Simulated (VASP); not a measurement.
# Hf5H in VASP: notebook

Hf5H is run at these levels: PBE+D3(BJ); tasks: single point.

Program: VASP 6.6.1. These are calculated values, not measurements. Logs are shortened: lines on timing, memory, paths and dates and some standing lists are left out, and cuts for length are marked.

### 1 The cell of the first run

The cell holds a slab with vacuum, 6 atoms: a = 4.956 Å, b = 4.956 Å, c = 21.133 Å, α = 90.00°, β = 90.00°, γ = 120.00°.

### 2 Single point, PBE+D3(BJ)

Input file INCAR:

```
PREC = Accurate
ENCUT = 520
EDIFF = 1E-6
ISMEAR = 0
SIGMA = 0.1
LREAL = F
LASPH = T
NELM = 60
ALGO = Normal
ISIF = 2
LWAVE = F
LCHARG = T
LDIPOL = T
IDIPOL = 3
DIPOL = 0.5 0.5 0.313
GGA = PE
IVDW = 12
LELF = T
LVHAR = T
LVACPOTAV = T
NBANDS = 34
```

Input file KPOINTS:

```
Automatic mesh
0
Gamma
  6 6 1
```

Input file POSCAR:

```
Hf5H
1.0
    4.9564149667      0.0000000000      0.0000000000
   -2.4782074834      4.2923812729      0.0000000000
    0.0000000000      0.0000000000     21.1328376004
Hf H
5 1
Direct
    0.6666666667      0.3333333333      0.1892788879
    0.3333333333      0.6666666667      0.2371533849
    0.0000000000      0.0000000000      0.2763383880
    0.6666666667      0.3333333333      0.3164267596
    0.3333333333      0.6666666667      0.3706476976
    0.3333333333      0.8888888889      0.4889470026
```

Potentials or basis: VASP PAW PBE potentials, release 64 (Hf_pv, H).

Run with:

```bash
cat potpaw_PBE.64/Hf_pv/POTCAR potpaw_PBE.64/H/POTCAR > POTCAR
mpirun -np 1 vasp_std > vasp.out
```

OUTCAR:

```text
PREC = Accurate
   ENCUT = 520
   EDIFF = 1E-6
   ISMEAR = 0
   LREAL = F
   LASPH = T
   NELM = 60
   ISIF = 2
   GGA = PE
   IVDW = 12
 IVDW          = 12

 ion  position               nearest neighbor table
   1  0.667  0.333  0.189-   4 2.69   2 3.04   2 3.04   2 3.04   3 3.40   3 3.40   3 3.40
   2  0.333  0.667  0.237-   5 2.82   3 2.98   3 2.98   3 2.98   1 3.04   1 3.04   1 3.04   4 3.32
                             4 3.32   4 3.32
   3  0.000  0.000  0.276-   2 2.98   2 2.98   2 2.98   4 2.98   4 2.98   4 2.98   1 3.40   1 3.40
                             1 3.40   5 3.49   5 3.49   5 3.49
   4  0.667  0.333  0.316-   1 2.69   3 2.98   3 2.98   3 2.98   5 3.08   5 3.08   5 3.08   2 3.32
                             2 3.32   2 3.32
   5  0.333  0.667  0.371-   2 2.82   4 3.08   4 3.08   4 3.08   3 3.49   3 3.49   3 3.49
   6  0.333  0.889  0.489-

  LATTYP: Found a hexagonal cell.
 ALAT       =     4.9564149667
 C/A-ratio  =     4.2637345223

  Lattice vectors:

 A1 = (   4.9564149667,   0.0000000000,   0.0000000000)
 A2 = (  -2.4782074834,   4.2923812729,   0.0000000000)
 A3 = (   0.0000000000,   0.0000000000,  21.1328376004)

Analysis of symmetry for initial positions (statically):
=====================================================================
 Subroutine PRICEL returns:
 Original cell was already a primitive cell.

 Routine SETGRP: Setting up the symmetry group for a
 hexagonal supercell.

 Subroutine GETGRP returns: Found  1 space group operations
 (whereof  1 operations were pure point group operations)
 out of a pool of 24 trial point group operations.

The static configuration has the point symmetry C_1 .

Analysis of symmetry for dynamics (positions and initial velocities):
=====================================================================
 Subroutine PRICEL returns:
 Original cell was already a primitive cell.

 Routine SETGRP: Setting up the symmetry group for a
 hexagonal supercell.

 Subroutine GETGRP returns: Found  1 space group operations
 (whereof  1 operations were pure point group operations)
 out of a pool of 24 trial point group operations.

The dynamic configuration has the point symmetry C_1 .

 Subroutine INISYM returns: Found  1 space group operations
 (whereof  1 operations are pure point group operations),
 and found     1 'primitive' translations

----------------------------------------------------------------------------------------

                                     Primitive cell

  volume of cell :     449.5974

  direct lattice vectors                    reciprocal lattice vectors
     4.956414967  0.000000000  0.000000000     0.201758732  0.116485458  0.000000000
    -2.478207483  4.292381273  0.000000000     0.000000000  0.232970917  0.000000000
     0.000000000  0.000000000 21.132837600     0.000000000  0.000000000  0.047319722

  length of vectors
     4.956414967  4.956414967 21.132837600     0.232970917  0.232970917  0.047319722

  position of ions in fractional coordinates (direct lattice)
     0.666666667  0.333333333  0.189278888
     0.333333333  0.666666667  0.237153385
     0.000000000  0.000000000  0.276338388
     0.666666667  0.333333333  0.316426760
     0.333333333  0.666666667  0.370647698
     0.333333333  0.888888889  0.488947003

  ion indices of the primitive-cell ions
   primitive index   ion index
                 1           1
                 2           2
                 3           3
                 4           4
                 5           5
                 6           6

----------------------------------------------------------------------------------------

 KPOINTS: Automatic mesh

Automatic generation of k-mesh.
 Grid dimensions read from file:
 generate k-points for:    6    6    1

 Generating k-lattice:

  Cartesian coordinates                     Fractional coordinates (reciprocal lattice)
     0.033626455  0.019414243  0.000000000     0.166666667  0.000000000  0.000000000
     0.000000000  0.038828486  0.000000000     0.000000000  0.166666667  0.000000000
     0.000000000  0.000000000  0.047319722     0.000000000  0.000000000  1.000000000

  Length of vectors
     0.038828486  0.038828486  0.047319722

  Shift w.r.t. Gamma in fractional coordinates (k-lattice)
     0.000000000  0.000000000  0.000000000

 Subroutine IBZKPT returns following result:
 ===========================================

 Found     20 irreducible k-points:

 Following reciprocal coordinates:
            Coordinates               Weight
  0.000000  0.000000  0.000000      1.000000
  0.166667  0.000000  0.000000      2.000000
  0.000000  0.166667  0.000000      2.000000
 -0.166667  0.166667  0.000000      2.000000
  0.333333  0.000000  0.000000      2.000000
  0.000000  0.333333  0.000000      2.000000
[... 12 lines left out ...]
  0.500000 -0.166667  0.000000      2.000000
  0.333333  0.333333  0.000000      2.000000
   k-points           NKPTS =     20   k-points in BZ     NKDIM =     20   number of bands    NBANDS=     34
   number of dos      NEDOS =    301   number of ions     NIONS =      6
   total plane-waves  NPLWV = 256000
   dimension x,y,z NGX =    40 NGY =   40 NGZ =  160
   dimension x,y,z NGXF=    80 NGYF=   80 NGZF=  320
   ions per type =               5   1
   NGX,Y,Z   is equivalent  to a cutoff of  13.42, 13.42, 12.59 a.u.
   NGXF,Y,Z  is equivalent  to a cutoff of  26.83, 26.83, 25.17 a.u.
 SYSTEM =  unknown system
   PREC   = accura    normal or accurate (medium, high low for compatibility)
   ISTART =      0    job   : 0-new  1-cont  2-samecut
   ICHARG =      2    charge: 1-file 2-atom 10-const
   ISPIN  =      1    spin polarized calculation?
   LNONCOLLINEAR =      F non collinear calculations
   LSORBIT =      F    spin-orbit coupling
   LASPH  =      T    aspherical Exc in radial PAW
   ENCUT  =  520.0 eV  38.22 Ry    6.18 a.u.   9.22  9.22 39.29*2*pi/ulx,y,z
   NELM   =     60;   NELMIN=  2; NELMDL= -5     # of ELM steps
   EDIFF  = 0.1E-05   stopping-criterion for ELM
   LREAL  =      F    real-space projection
   EDIFFG = 0.1E-04   stopping-criterion for IOM
   NSW    =      0    number of steps for IOM
   IBRION =     -1    ionic relax: 0-MD 1-quasi-New 2-CG
   NFREE  =      0    steps in history (QN), initial steepest desc. (CG)
   ISIF   =      2    stress and relaxation
   ISYM   =      2    0-nonsym 1-usesym 2-fastsym
   POTIM  = 0.5000    time-step for ionic-motion
   TEBEG  =    0.0;   TEEND  =   0.0 temperature during run
   PSTRESS=    0.0 pullay stress
   NELECT =      51.0000    total number of electrons
   NUPDOWN=      -1.0000    fix difference up-down
   EMIN   =  10.00;   EMAX   =-10.00  energy-range for DOS
   EFERMI =   0.00;   METHOD = LEGACY
   ISMEAR =     0;   SIGMA  =   0.10  broadening in eV -4-tet -1-fermi 0-gaus
   EFERMI_NEDOS =   21; number of points for ismear=-14 and -15
   IALGO  =     38    algorithm
   IMIX   =      4    mixing-type and parameters
     AMIX     =   0.40;   BMIX     =  1.00
     AMIX_MAG =   1.60;   BMIX_MAG =  1.00
  volume/ion in A,a.u.               =      74.93       505.67
  Fermi-wavevector in a.u.,A,eV,Ry     =   0.792484  1.497577  8.544871  0.628030
  Thomas-Fermi vector in A             =   1.898231
   LORBIT       =      0    0 simple, 1 ext, 2 COOP (PROOUT), +10 PAW based schemes
   GGA     = PE    functional components
   LHFCALC =     F    Hartree Fock is set to
   AEXX    =    0.0000 exact exchange contribution
   IVDW    =    12    specifies the selected vdW correction
   LEPSILON=     F    determine dielectric tensor
   LRPA    =     F    only Hartree local field effects (RPA)
 non-spin polarized calculation
 Gauss-broadening in eV      SIGMA  =   0.10
  energy-cutoff  :      520.00
  volume of cell :      449.60
 maximum number of plane-waves:     12126
 NGX is ok and might be reduce to    40
   NGX = 19   NGY = 19   NGZ = 79

 dipolmoment           0.000000      0.000000     -0.096305 electrons x Angstroem

 number of electron      51.0000004 magnetization

 dipolmoment           0.000000      0.000000      0.368446 electrons x Angstroem

 Free energy of the ion-electron system (eV)
  ---------------------------------------------------
  ext. energy  EPLUGINS =         0.00000000
  ---------------------------------------------------
  free energy    TOTEN  =       -45.70831797 eV

  energy without entropy =      -45.66493636  energy(sigma->0) =      -45.68662716

 E-fermi :  -2.3686     XC(G=0):  -3.9923

 val. band max:       -2.3745163871   @ k =   0.0000   0.5000   0.0000
 cond. band min:      -2.3628107980   @ k =  -0.3333   0.1667   0.0000
 fundamental gap:      0.0117055890
 Fermi energy:        -2.3686145520

 k-point     1 :       0.0000    0.0000    0.0000
  band No.  band energies     occupation
      1     -33.6779      2.00000
      2     -33.6424      2.00000
      3     -33.6200      2.00000
      4     -33.5111      2.00000
      5     -33.3975      2.00000
      6     -33.3934      2.00000
[... 26 lines left out ...]
     33       0.4106      0.00000
     34       0.4276      0.00000

 k-point     2 :       0.1667    0.0000    0.0000
  band No.  band energies     occupation
      1     -33.6820      2.00000
      2     -33.6514      2.00000
      3     -33.6181      2.00000
      4     -33.5169      2.00000
      5     -33.4052      2.00000
      6     -33.3980      2.00000
[... 26 lines left out ...]
     33       0.1095      0.00000
     34       0.2909      0.00000

 k-point     3 :       0.0000    0.1667    0.0000
  band No.  band energies     occupation
      1     -33.6836      2.00000
      2     -33.6472      2.00000
      3     -33.6223      2.00000
      4     -33.5157      2.00000
      5     -33.4084      2.00000
      6     -33.3941      2.00000
[... 26 lines left out ...]
     33       0.1235      0.00000
     34       0.2537      0.00000
[... 556 lines left out ...]
 k-point    19 :       0.5000   -0.1667    0.0000
  band No.  band energies     occupation
      1     -33.6907      2.00000
      2     -33.6715      2.00000
      3     -33.6187      2.00000
      4     -33.5352      2.00000
      5     -33.4295      2.00000
      6     -33.3861      2.00000
[... 26 lines left out ...]
     33      -0.4296      0.00000
     34      -0.2469      0.00000

 k-point    20 :       0.3333    0.3333    0.0000
  band No.  band energies     occupation
      1     -33.6925      2.00000
      2     -33.6665      2.00000
      3     -33.6285      2.00000
      4     -33.5353      2.00000
      5     -33.4293      2.00000
      6     -33.3796      2.00000
[... 26 lines left out ...]
     33      -0.6229      0.00000
     34      -0.5213      0.00000

------------------------ aborting loop because EDIFF is reached ----------------------------------------

 Edisp (eV)   -1.21817

 E8    (eV) :    -0.6743

  FORCE on cell =-STRESS in cart. coord.  units (eV):
  Direction    XX          YY          ZZ          XY          YZ          ZX
  --------------------------------------------------------------------------------------
  -------------------------------------------------------------------------------------
  Total      -3.16947    -4.02967    -3.02362     0.22797    -1.02771     0.87698
  in kB     -11.29465   -14.36007   -10.77491     0.81240    -3.66234     3.12518
  external pressure =      -12.14 kB  Pullay stress =        0.00 kB

 VOLUME and BASIS-vectors are now :
 -----------------------------------------------------------------------------
  energy-cutoff  :      520.00
  volume of cell :      449.60
      direct lattice vectors                 reciprocal lattice vectors
     4.956414967  0.000000000  0.000000000     0.201758732  0.116485458  0.000000000
    -2.478207483  4.292381273  0.000000000     0.000000000  0.232970917  0.000000000
     0.000000000  0.000000000 21.132837600     0.000000000  0.000000000  0.047319722

 POSITION                                       TOTAL-FORCE (eV/Angst)
 -----------------------------------------------------------------------------------
      2.47821      1.43079      4.00000        -0.032785      0.053994     -1.045388
     -0.00000      2.86159      5.01172         0.001267      0.043384      1.042603
      0.00000      0.00000      5.83981         0.026356     -0.071452     -0.004161
      2.47821      1.43079      6.68700         0.091583     -0.235038     -0.074218
     -0.00000      2.86159      7.83284        -0.451253      0.653032      1.742655
     -0.55071      3.81545     10.33284         0.364832     -0.443921     -1.661491
 -----------------------------------------------------------------------------------
    total drift:                               -0.000040      0.000011     -0.001580

  FREE ENERGIE OF THE ION-ELECTRON SYSTEM (eV)
  ---------------------------------------------------
  free  energy   TOTEN  =       -46.9264833068 eV

  energy  without entropy=      -46.8831016924  energy(sigma->0) =      -46.90479250

 vacuum level on the upper side and lower side of the slab         4.113         0.979
```

It took 9.8 min on 1 thread of Intel Xeon 6975P-C (Granite Rapids), shared host; peak memory 0.68 GiB.

What came out:

```yaml
Free_energy: -46.9265 eV
Largest_force: 1.915 eV/Å
Band_gap_on_the_k_mesh: zero (an odd number of electrons rules out a gap without spin polarisation)
Dispersion_energy_per_atom: -0.203 eV
```

Forces in eV/Å, atoms in the order of the input:
```
Hf  -0.033  0.054 -1.045
Hf   0.001  0.043  1.043
Hf   0.026 -0.071 -0.004
Hf   0.092 -0.235 -0.074
Hf  -0.451  0.653  1.743
H    0.365 -0.444 -1.661
```

Caveat: spin-orbit coupling is left out, which moves the levels of the heavy elements.

### 3 Single point, PBE+D3(BJ)

Input file INCAR:

```
PREC = Accurate
ENCUT = 520
EDIFF = 1E-6
ISMEAR = 0
SIGMA = 0.1
LREAL = False
LASPH = True
NELM = 60
ALGO = Normal
ISIF = 2
LWAVE = False
LCHARG = True
LDIPOL = True
IDIPOL = 3
DIPOL = 0.5 0.5 0.313
GGA = PE
IVDW = 12
LELF = True
LVHAR = True
LVACPOTAV = True
NBANDS = 34
```

Input file KPOINTS:

```
regular mesh
0
Gamma
  6 6 1
```

Changes to POSCAR since step 2:

```diff
@@ -13,2 +13,2 @@
     0.3333333333      0.6666666667      0.3706476976
-    0.3333333333      0.8888888889      0.4889470026
+    0.3333333333      1.1111111111      0.4889470026
```

Potentials or basis: VASP PAW PBE potentials, release 64 (Hf_pv, H).

Run with:

```bash
cat potpaw_PBE.64/Hf_pv/POTCAR potpaw_PBE.64/H/POTCAR > POTCAR
mpirun -np 1 vasp_std > vasp.out
```

Run time: 10 min. Hardware: 1 thread of Intel Xeon 6975P-C (Granite Rapids), shared host; peak memory 0.7 GiB.

The run converged. Its results:

```yaml
Free_energy: -46.4503 eV
Largest_force: 1.187 eV/Å
Band_gap_on_the_k_mesh: zero (an odd number of electrons rules out a gap without spin polarisation)
Dispersion_energy_per_atom: -0.204 eV
```

Forces in eV/Å, atoms in the order of the input:
```
Hf  -0.024  0.001 -1.151
Hf  -0.004  0.023  1.074
Hf  -0.036 -0.049 -0.041
Hf   0.031 -0.075  0.229
Hf  -0.235  0.145  1.044
H    0.268 -0.045 -1.156
```

Levels at points of the mesh, in eV from the Fermi level:
| k point | band 22 | band 23 | band 24 | band 25 | band 26 | band 27 | band 28 | band 29 | band 30 | band 31 |
| --- | --- | --- | --- | --- | --- | --- | --- | --- | --- | --- |
| (0.00, 0.00, 0.00) | -0.98 | -0.74 | -0.36 | -0.28 | -0.23 | -0.02 | 0.03 | 0.29 | 1.05 | 1.06 |
| (0.50, 0.00, 0.00) | -0.90 | -0.50 | -0.29 | -0.04 | -0.02 | 0.01 | 0.11 | 0.27 | 0.86 | 1.06 |
| (0.00, 0.50, 0.00) | -0.91 | -0.76 | -0.36 | -0.16 | -0.02 | 0.03 | 0.11 | 0.50 | 1.06 | 1.28 |
| (0.50, 0.50, 0.00) | -0.92 | -0.78 | -0.36 | -0.16 | -0.02 | 0.06 | 0.11 | 0.52 | 1.05 | 1.21 |

Caveat: spin-orbit coupling is left out, which moves the levels of the heavy elements.

### 4 Single point, PBE+D3(BJ)

Input file INCAR:

```
ALGO = Normal
DIPOL = 0.5 0.5 0.313
EDIFF = 1E-6
ENCUT = 520
GGA = PE
IDIPOL = 3
ISIF = 2
ISMEAR = 0
IVDW = 12
LASPH = True
LCHARG = False
LDIPOL = True
LREAL = False
LWAVE = False
NBANDS = 34
NELM = 100
PREC = Accurate
SIGMA = 0.1
```

Input file KPOINTS:

```
k-points
0
Gamma
  6 6 1
```

Changes to POSCAR since step 3:

```diff
@@ -13,2 +13,2 @@
     0.3333333333      0.6666666667      0.3706476976
-    0.3333333333      1.1111111111      0.4889470026
+    0.3333333333      1.3333333333      0.4889470026
```

Run with:

```bash
cat potpaw_PBE.64/Hf_pv/POTCAR potpaw_PBE.64/H/POTCAR > POTCAR
mpirun -np 1 vasp_std > vasp.out
```

Run time: 10 min. Hardware: 1 thread of Intel Xeon 6975P-C (Granite Rapids), shared host; peak memory 0.68 GiB.

The run converged. Its results:

```yaml
Free_energy: -46.6307 eV
Largest_force: 1.482 eV/Å
Band_gap_on_the_k_mesh: zero (an odd number of electrons rules out a gap without spin polarisation)
Dispersion_energy_per_atom: -0.203 eV
```

Forces on the atoms (eV/Å):
```
Hf   0.016 -0.043 -1.105
Hf   0.038 -0.032  1.052
Hf  -0.063  0.039 -0.030
Hf  -0.134  0.165  0.106
Hf   0.231 -0.613  1.329
H   -0.088  0.485 -1.353
```

Levels at points of the mesh, in eV from the Fermi level:
| k point | band 22 | band 23 | band 24 | band 25 | band 26 | band 27 | band 28 | band 29 | band 30 | band 31 |
| --- | --- | --- | --- | --- | --- | --- | --- | --- | --- | --- |
| (0.00, 0.00, 0.00) | -0.97 | -0.73 | -0.36 | -0.28 | -0.24 | 0.00 | 0.03 | 0.31 | 1.05 | 1.06 |
| (0.50, 0.00, 0.00) | -0.90 | -0.49 | -0.22 | -0.06 | -0.02 | -0.01 | 0.12 | 0.28 | 0.90 | 1.08 |
| (0.00, 0.50, 0.00) | -0.90 | -0.73 | -0.35 | -0.15 | -0.02 | 0.08 | 0.12 | 0.54 | 1.03 | 1.13 |
| (0.50, 0.50, 0.00) | -0.89 | -0.66 | -0.36 | -0.13 | -0.02 | 0.01 | 0.12 | 0.47 | 1.07 | 1.25 |

Caveat: spin-orbit coupling is left out, which moves the levels of the heavy elements.

### 5 The runs side by side

```csv
cell,gap on the mesh (eV),largest force (eV/Å)
"as given, atomic positions A",none,1.91
"as given, atomic positions B",none,1.19
"as given, atomic positions C",none,1.48
```

Alike in all rows: task single point; level PBE+D3(BJ); potentials or basis VASP PAW PBE potentials, release 64 (Hf_pv, H); no spin polarisation; k mesh 6 × 6 × 1; cutoff (eV) 520; smearing gaussian 0.1 eV.

Caveats: spin-orbit coupling is left out, which moves the levels of the heavy elements.

Total energies depend on the potentials used, so only differences within one code and one set of settings carry meaning.
